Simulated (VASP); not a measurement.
Input of a VASP 6.6.1 run:

The input INCAR:

```
PREC = Accurate
ENCUT = 520
EDIFF = 1E-7
ISMEAR = -1
SIGMA = 0.05
LREAL = F
LASPH = T
NELM = 80
ALGO = Normal
ISIF = 2
LWAVE = F
LCHARG = F
GGA = PE
NBANDS = 29
```

KPOINTS

```
regular mesh
0
Gamma
  8 8 8
```

Contents of POSCAR:

```
TiSi2
1.0
    1.7997237164     -6.8918501234      0.0000000000
    1.7997237164      6.8918501234      0.0000000000
    0.0000000000      0.0000000000      3.6350970940
Ti Si
2 4
Direct
    0.1031180800      0.8968819200      0.2500000000
    0.8968819200      0.1031180800      0.7500000000
    0.7503148200      0.2496851800      0.2500000000
    0.2496851800      0.7503148200      0.7500000000
    0.4417485500      0.5582514500      0.2500000000
    0.5582514500      0.4417485500      0.7500000000
```

Potentials or basis: VASP PAW PBE potentials, release 64 (Ti_sv, Si).

Run with:

```sh
$ cat potpaw_PBE.64/Ti_sv/POTCAR potpaw_PBE.64/Si/POTCAR > POTCAR
$ mpirun -np 1 vasp_std > vasp.out
```

(1) Predict the pressure.

(2) What does it give for the largest force?

Results:

(1) -5.7 GPa.

(2) 0.139 eV/Å.

Caveat: the cell stands under tension.
